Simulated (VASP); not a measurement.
Wanted: the native input for a VASP 6.6.1 run.

```
Task                   : single point
Functional             : PBEsol
Potentials or basis    : VASP PAW PBE potentials, release 64 (Sr_sv, Fe, Ti_sv, O)
Cutoff                 : 520 eV
k mesh                 : 3 × 3 × 2
Occupations            : gaussian, width 0.05 eV
Spin                   : no spin polarisation
Hubbard terms          : Fe d U = 4.0 eV
Dipole correction      : no
Further INCAR settings : LREAL = Auto; ALGO = Normal; EDIFF = 1e-07; NBANDS = 94
```

The structure of Sr4Ti3FeO12 lies in POSCAR:

```
Sr4Ti3FeO12
1.0
    3.9033639000      3.9033639000      0.0000000000
   -3.9033639000      3.9033639000      0.0000000000
    0.0000000000      0.0000000000      7.8067278000
Sr Fe Ti O
4 1 3 12
Direct
    0.5000000000      0.0000000000      0.2481632609
    0.5000000000      0.0000000000      0.7518367391
    0.0000000000      0.5000000000      0.2481632609
    0.0000000000      0.5000000000      0.7518367391
    0.0000000000      1.0000000000      1.0000000000
    0.0000000000      1.0000000000      0.5000000000
    0.5000000000      0.5000000000      1.0000000000
    0.5000000000      0.5000000000      0.5000000000
    0.0000000000      1.0000000000      0.2505346730
    0.0000000000      1.0000000000      0.7494653270
    0.5000000000      0.5000000000      0.2498405822
    0.5000000000      0.5000000000      0.7501594178
    0.2502656258      0.7497343742      1.0000000000
    0.2502331082      0.7497668918      0.5000000000
    0.7497343742      0.2502656258      1.0000000000
    0.7497668918      0.2502331082      0.5000000000
    0.2502656258      0.2502656258      1.0000000000
    0.2502331082      0.2502331082      0.5000000000
    0.7497343742      0.7497343742      1.0000000000
    0.7497668918      0.7497668918      0.5000000000
```

One way to write it, as run:

INCAR

```
SYSTEM = Sr4Ti3FeO12
PREC = Accurate ; ENCUT = 520
EDIFF = 1E-7 ; ISMEAR = 0
SIGMA = 0.05 ; LREAL = Auto
LASPH = .TRUE. ; NELM = 150
ALGO = Normal ; ISIF = 2
LWAVE = .FALSE. ; LCHARG = .FALSE.
LMAXMIX = 4 ; LDAU = .TRUE.
LDAUTYPE = 2 ; LDAUL = -1 2 -1 -1
LDAUU = 0 4 0 0 ; LDAUJ = 0 0 0 0
LDAUPRINT = 1 ; GGA = PS
NBANDS = 94
```

KPOINTS

```
Automatic mesh
0
G
  3 3 2
  0 0 0
```

Potentials or basis: VASP PAW PBE potentials, release 64 (Sr_sv, Fe, Ti_sv, O).

Command:

```sh
$ cat potpaw_PBE.64/Sr_sv/POTCAR potpaw_PBE.64/Fe/POTCAR potpaw_PBE.64/Ti_sv/POTCAR potpaw_PBE.64/O/POTCAR > POTCAR
$ mpirun -np 1 vasp_std > vasp.out
```

It gave:

```json
{"Pressure": "-5.2 GPa", "Largest force": "0.661 eV/Å", "Band gap on the k mesh": "zero (band 78 reaches 3.72 eV, above the bottom of band 79 at 3.59 eV)"}
```

Caveat: the k points lie up to 0.40 Å⁻¹ apart; the PAW data sets were made with another functional, which shifts forces and pressure a little; the run has no spin polarisation, though such a crystal can be magnetic; U without spin polarisation on a metal has little footing.

Run time: 11 min on 1 thread of AMD EPYC 7R13, on a shared host, peak memory 0.34 GiB.
